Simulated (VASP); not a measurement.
# KRh6 (Pm-3m) in VASP: single point with PBE

Aim: the single point of KRh6 with PBE.

Program: VASP 6.6.1. These are calculated values, not measurements. Logs are shortened: lines on timing, memory, paths and dates and some standing lists are left out, and cuts for length are marked.

### 1 The cell of the first run

The structure is cubic, space group Pm-3m (No. 221). Conventional cell: a = 5.887 Å, b = 5.887 Å, c = 5.887 Å, α = 90.00°, β = 90.00°, γ = 90.00°. K (site symmetry m-3m) has 24 Rh at 4.32 Å within 5.7 Å. Within 3.1 Å of Rh (site symmetry 4mm) lie 5 Rh at 2.32 to 2.52 Å.

### 2 Single point, PBE

Contents of INCAR:

```
ALGO = Normal
EDIFF = 1E-7
ENCUT = 520
GGA = PE
ISIF = 2
ISMEAR = 0
LASPH = True
LCHARG = False
LREAL = False
LWAVE = False
NBANDS = 58
NELM = 100
PREC = Accurate
SIGMA = 0.1
```

Contents of KPOINTS:

```
k-points
0
Gamma
  4 4 4
```

Contents of POSCAR:

```
KRh6
1.0
    5.8869966645      0.0000000000      0.0000000000
    0.0000000000      5.8869966645      0.0000000000
    0.0000000000      0.0000000000      5.8869966645
K Rh
1 6
Direct
    0.0000000000      0.0000000000      0.0000000000
    0.1970408644      0.5000000000      0.5000000000
    0.5000000000      0.5000000000      0.8029591356
    0.5000000000      0.5000000000      0.1970408644
    0.5000000000      0.1970408644      0.5000000000
    0.5000000000      0.8029591356      0.5000000000
    0.8029591356      0.5000000000      0.5000000000
```

Potentials or basis: VASP PAW PBE potentials, release 64 (K_sv, Rh_pv).

Started as:

```bash
> cat potpaw_PBE.64/K_sv/POTCAR potpaw_PBE.64/Rh_pv/POTCAR > POTCAR
> mpirun -np 1 vasp_std > vasp.out
```

OUTCAR:

```text
EDIFF = 1E-7
   ENCUT = 520
   GGA = PE
   ISIF = 2
   ISMEAR = 0
   LASPH = True
   LREAL = False
   NELM = 100
   PREC = Accurate

 ion  position               nearest neighbor table
   1  0.000  0.000  0.000-
   2  0.197  0.500  0.500-   7 2.32   4 2.52   5 2.52   6 2.52   3 2.52
   3  0.500  0.500  0.803-   4 2.32   2 2.52   5 2.52   6 2.52   7 2.52
   4  0.500  0.500  0.197-   3 2.32   2 2.52   5 2.52   6 2.52   7 2.52
   5  0.500  0.197  0.500-   6 2.32   3 2.52   4 2.52   2 2.52   7 2.52
   6  0.500  0.803  0.500-   5 2.32   3 2.52   4 2.52   2 2.52   7 2.52
   7  0.803  0.500  0.500-   2 2.32   3 2.52   4 2.52   5 2.52   6 2.52

  LATTYP: Found a simple cubic cell.
 ALAT       =     5.8869966645

  Lattice vectors:

 A1 = (   5.8869966645,   0.0000000000,   0.0000000000)
 A2 = (   0.0000000000,   5.8869966645,   0.0000000000)
 A3 = (   0.0000000000,   0.0000000000,   5.8869966645)

Analysis of symmetry for initial positions (statically):
=====================================================================
 Subroutine PRICEL returns:
 Original cell was already a primitive cell.

 Routine SETGRP: Setting up the symmetry group for a
 simple cubic supercell.

 Subroutine GETGRP returns: Found 48 space group operations
 (whereof 48 operations were pure point group operations)
 out of a pool of 48 trial point group operations.

The static configuration has the point symmetry O_h .

Analysis of symmetry for dynamics (positions and initial velocities):
=====================================================================
 Subroutine PRICEL returns:
 Original cell was already a primitive cell.

 Routine SETGRP: Setting up the symmetry group for a
 simple cubic supercell.

 Subroutine GETGRP returns: Found 48 space group operations
 (whereof 48 operations were pure point group operations)
 out of a pool of 48 trial point group operations.

The dynamic configuration has the point symmetry O_h .

 Subroutine INISYM returns: Found 48 space group operations
 (whereof 48 operations are pure point group operations),
 and found     1 'primitive' translations

----------------------------------------------------------------------------------------

                                     Primitive cell

  volume of cell :     204.0241

  direct lattice vectors                    reciprocal lattice vectors
     5.886996664  0.000000000  0.000000000     0.169865902  0.000000000  0.000000000
     0.000000000  5.886996664  0.000000000     0.000000000  0.169865902  0.000000000
     0.000000000  0.000000000  5.886996664     0.000000000  0.000000000  0.169865902

  length of vectors
     5.886996664  5.886996664  5.886996664     0.169865902  0.169865902  0.169865902

  position of ions in fractional coordinates (direct lattice)
     0.000000000  0.000000000  0.000000000
     0.197040864  0.500000000  0.500000000
     0.500000000  0.500000000  0.802959136
     0.500000000  0.500000000  0.197040864
     0.500000000  0.197040864  0.500000000
     0.500000000  0.802959136  0.500000000
     0.802959136  0.500000000  0.500000000

  ion indices of the primitive-cell ions
   primitive index   ion index
                 1           1
                 2           2
                 3           3
                 4           4
                 5           5
                 6           6
                 7           7

----------------------------------------------------------------------------------------

 KPOINTS: k-points

Automatic generation of k-mesh.
 Grid dimensions read from file:
 generate k-points for:    4    4    4

 Generating k-lattice:

  Cartesian coordinates                     Fractional coordinates (reciprocal lattice)
     0.042466476  0.000000000  0.000000000     0.250000000  0.000000000  0.000000000
     0.000000000  0.042466476  0.000000000     0.000000000  0.250000000  0.000000000
     0.000000000  0.000000000  0.042466476     0.000000000  0.000000000  0.250000000

  Length of vectors
     0.042466476  0.042466476  0.042466476

  Shift w.r.t. Gamma in fractional coordinates (k-lattice)
     0.000000000  0.000000000  0.000000000

 Subroutine IBZKPT returns following result:
 ===========================================

 Found     10 irreducible k-points:

 Following reciprocal coordinates:
            Coordinates               Weight
  0.000000  0.000000  0.000000      1.000000
  0.250000  0.000000  0.000000      6.000000
  0.500000  0.000000  0.000000      3.000000
  0.250000  0.250000  0.000000     12.000000
  0.500000  0.250000  0.000000     12.000000
  0.500000  0.500000  0.000000      3.000000
  0.250000  0.250000  0.250000      8.000000
  0.500000  0.250000  0.250000     12.000000
  0.500000  0.500000  0.250000      6.000000
  0.500000  0.500000  0.500000      1.000000
   k-points           NKPTS =     10   k-points in BZ     NKDIM =     10   number of bands    NBANDS=     58
   number of dos      NEDOS =    301   number of ions     NIONS =      7
   total plane-waves  NPLWV = 110592
   dimension x,y,z NGX =    48 NGY =   48 NGZ =   48
   dimension x,y,z NGXF=    96 NGYF=   96 NGZF=   96
   ions per type =               1   6
   NGX,Y,Z   is equivalent  to a cutoff of  13.55, 13.55, 13.55 a.u.
   NGXF,Y,Z  is equivalent  to a cutoff of  27.11, 27.11, 27.11 a.u.
 SYSTEM =  unknown system
   PREC   = accura    normal or accurate (medium, high low for compatibility)
   ISTART =      0    job   : 0-new  1-cont  2-samecut
   ICHARG =      2    charge: 1-file 2-atom 10-const
   ISPIN  =      1    spin polarized calculation?
   LNONCOLLINEAR =      F non collinear calculations
   LSORBIT =      F    spin-orbit coupling
   LASPH  =      T    aspherical Exc in radial PAW
   ENCUT  =  520.0 eV  38.22 Ry    6.18 a.u.  10.95 10.95 10.95*2*pi/ulx,y,z
   NELM   =    100;   NELMIN=  2; NELMDL= -5     # of ELM steps
   EDIFF  = 0.1E-06   stopping-criterion for ELM
   LREAL  =      F    real-space projection
   EDIFFG = 0.1E-05   stopping-criterion for IOM
   NSW    =      0    number of steps for IOM
   IBRION =     -1    ionic relax: 0-MD 1-quasi-New 2-CG
   NFREE  =      0    steps in history (QN), initial steepest desc. (CG)
   ISIF   =      2    stress and relaxation
   ISYM   =      2    0-nonsym 1-usesym 2-fastsym
   POTIM  = 0.5000    time-step for ionic-motion
   TEBEG  =    0.0;   TEEND  =   0.0 temperature during run
   PSTRESS=    0.0 pullay stress
   NELECT =      99.0000    total number of electrons
   NUPDOWN=      -1.0000    fix difference up-down
   EMIN   =  10.00;   EMAX   =-10.00  energy-range for DOS
   EFERMI =   0.00;   METHOD = LEGACY
   ISMEAR =     0;   SIGMA  =   0.10  broadening in eV -4-tet -1-fermi 0-gaus
   EFERMI_NEDOS =   21; number of points for ismear=-14 and -15
   IALGO  =     38    algorithm
   IMIX   =      4    mixing-type and parameters
     AMIX     =   0.40;   BMIX     =  1.00
     AMIX_MAG =   1.60;   BMIX_MAG =  1.00
  volume/ion in A,a.u.               =      29.15       196.69
  Fermi-wavevector in a.u.,A,eV,Ry     =   1.286450  2.431037 22.516996  1.654953
  Thomas-Fermi vector in A             =   2.418523
   LORBIT       =      0    0 simple, 1 ext, 2 COOP (PROOUT), +10 PAW based schemes
   GGA     = PE    functional components
   LHFCALC =     F    Hartree Fock is set to
   AEXX    =    0.0000 exact exchange contribution
   IVDW    =     0    specifies the selected vdW correction
   LEPSILON=     F    determine dielectric tensor
   LRPA    =     F    only Hartree local field effects (RPA)
 non-spin polarized calculation
 Gauss-broadening in eV      SIGMA  =   0.10
  energy-cutoff  :      520.00
  volume of cell :      204.02
 maximum number of plane-waves:      5520
 NGX is ok and might be reduce to    48
   NGX = 21   NGY = 21   NGZ = 21

 number of electron      99.0000022 magnetization

 Free energy of the ion-electron system (eV)
  ---------------------------------------------------
  ext. energy  EPLUGINS =         0.00000000
  ---------------------------------------------------
  free energy    TOTEN  =       -38.00883662 eV

  energy without entropy =      -37.96301455  energy(sigma->0) =      -37.98592558

 E-fermi :   3.0207     XC(G=0):  -8.8356

 val. band max:        3.0165839031   @ k =   0.5000   0.2500   0.0000
 cond. band min:       3.0230357941   @ k =   0.5000   0.5000   0.2500
 fundamental gap:      0.0064518910
 Fermi energy:         3.0207213328

 k-point     1 :       0.0000    0.0000    0.0000
  band No.  band energies     occupation
      1     -44.5417      2.00000
      2     -43.9581      2.00000
      3     -43.9581      2.00000
      4     -43.5603      2.00000
      5     -43.5603      2.00000
      6     -43.5603      2.00000
[... 50 lines left out ...]
     57       4.9220      0.00000
     58       4.9220      0.00000

 k-point     2 :       0.2500    0.0000    0.0000
  band No.  band energies     occupation
      1     -44.4962      2.00000
      2     -44.0769      2.00000
      3     -43.9581      2.00000
      4     -43.5542      2.00000
      5     -43.5542      2.00000
      6     -43.4458      2.00000
[... 50 lines left out ...]
     57       5.5354      0.00000
     58       5.5354      0.00000

 k-point     3 :       0.5000    0.0000    0.0000
  band No.  band energies     occupation
      1     -44.4247      2.00000
      2     -44.1995      2.00000
      3     -43.9581      2.00000
      4     -43.5472      2.00000
      5     -43.5472      2.00000
      6     -43.3797      2.00000
[... 50 lines left out ...]
     57       6.1985      0.00000
     58       6.1985      0.00000

 k-point     4 :       0.2500    0.2500    0.0000
  band No.  band energies     occupation
      1     -44.4507      2.00000
      2     -44.1016      2.00000
      3     -44.0354      2.00000
      4     -43.5479      2.00000
      5     -43.5204      2.00000
      6     -43.3815      2.00000
[... 50 lines left out ...]
     57       5.9451      0.00000
     58       6.3080      0.00000

 k-point     5 :       0.5000    0.2500    0.0000
  band No.  band energies     occupation
      1     -44.3755      2.00000
      2     -44.1985      2.00000
      3     -44.0559      2.00000
      4     -43.5405      2.00000
      5     -43.5053      2.00000
      6     -43.4011      2.00000
[... 50 lines left out ...]
     57       5.5230      0.00000
     58       6.5190      0.00000

 k-point     6 :       0.5000    0.5000    0.0000
  band No.  band energies     occupation
      1     -44.2716      2.00000
      2     -44.1975      2.00000
      3     -44.1975      2.00000
      4     -43.5326      2.00000
      5     -43.4790      2.00000
      6     -43.4181      2.00000
[... 50 lines left out ...]
     57       5.6109      0.00000
     58       6.9648      0.00000

 k-point     7 :       0.2500    0.2500    0.2500
  band No.  band energies     occupation
      1     -44.4069      2.00000
      2     -44.1008      2.00000
      3     -44.1008      2.00000
      4     -43.6336      2.00000
      5     -43.3905      2.00000
      6     -43.3905      2.00000
[... 50 lines left out ...]
     57       6.3035      0.00000
     58       6.4078      0.00000

 k-point     8 :       0.5000    0.2500    0.2500
  band No.  band energies     occupation
      1     -44.3316      2.00000
      2     -44.1975      2.00000
      3     -44.1000      2.00000
      4     -43.6579      2.00000
      5     -43.4011      2.00000
      6     -43.4010      2.00000
[... 50 lines left out ...]
     57       5.5229      0.00000
     58       5.6789      0.00000

 k-point     9 :       0.5000    0.5000    0.2500
  band No.  band energies     occupation
      1     -44.2382      2.00000
      2     -44.1966      2.00000
      3     -44.1966      2.00000
      4     -43.7041      2.00000
      5     -43.4181      2.00000
      6     -43.4011      2.00000
[... 50 lines left out ...]
     57       4.5879      0.00000
     58       5.7583      0.00000

 k-point    10 :       0.5000    0.5000    0.5000
  band No.  band energies     occupation
      1     -44.1956      2.00000
      2     -44.1956      2.00000
      3     -44.1956      2.00000
      4     -43.8046      2.00000
      5     -43.4181      2.00000
      6     -43.4181      2.00000
[... 50 lines left out ...]
     57       4.8355      0.00000
     58       4.8355      0.00000

------------------------ aborting loop because EDIFF is reached ----------------------------------------

  FORCE on cell =-STRESS in cart. coord.  units (eV):
  Direction    XX          YY          ZZ          XY          YZ          ZX
  --------------------------------------------------------------------------------------
  -------------------------------------------------------------------------------------
  Total       -0.0670073     -0.0670073     -0.0670073     -0.0000000      0.0000000     -0.0000000
  in kB       -0.5262007     -0.5262007     -0.5262007     -0.0000000      0.0000000     -0.0000000
  external PRESSURE =      -0.5262007 kB  Pullay stress =       0.0000000 kB

 VOLUME and BASIS-vectors are now :
 -----------------------------------------------------------------------------
  energy-cutoff  :      520.00
  volume of cell :      204.02
      direct lattice vectors                 reciprocal lattice vectors
     5.886996664  0.000000000  0.000000000     0.169865902  0.000000000  0.000000000
     0.000000000  5.886996664  0.000000000     0.000000000  0.169865902  0.000000000
     0.000000000  0.000000000  5.886996664     0.000000000  0.000000000  0.169865902

 POSITION                                       TOTAL-FORCE (eV/Angst)
 -----------------------------------------------------------------------------------
      0.00000      0.00000      0.00000         0.000000     -0.000000      0.000000
      1.15998      2.94350      2.94350         0.041184     -0.000000      0.000000
      2.94350      2.94350      4.72702         0.000000      0.000000     -0.041184
      2.94350      2.94350      1.15998         0.000000     -0.000000      0.041184
      2.94350      1.15998      2.94350        -0.000000      0.041184     -0.000000
      2.94350      4.72702      2.94350         0.000000     -0.041184     -0.000000
      4.72702      2.94350      2.94350        -0.041184      0.000000     -0.000000
 -----------------------------------------------------------------------------------
    total drift:                                0.000000     -0.000000      0.000000

  FREE ENERGIE OF THE ION-ELECTRON SYSTEM (eV)
  ---------------------------------------------------
  free  energy   TOTEN  =       -38.0088366200 eV

  energy  without entropy=      -37.9630145484  energy(sigma->0) =      -37.98592558
```

Wall time 2 min (1 thread of Intel Xeon Platinum 8259CL at 2.50GHz (Skylake/Cascade Lake), shared host); peak memory 0.35 GiB.

Results:

- Free energy: -38.0088 eV
- Pressure: -0.1 GPa
- Largest force: 0.041 eV/Å

Forces in eV/Å, atoms in the order of the input:
```
K    0.000  0.000  0.000
Rh   0.041  0.000  0.000
Rh   0.000  0.000 -0.041
Rh   0.000  0.000  0.041
Rh   0.000  0.041  0.000
Rh   0.000 -0.041  0.000
Rh  -0.041  0.000  0.000
```
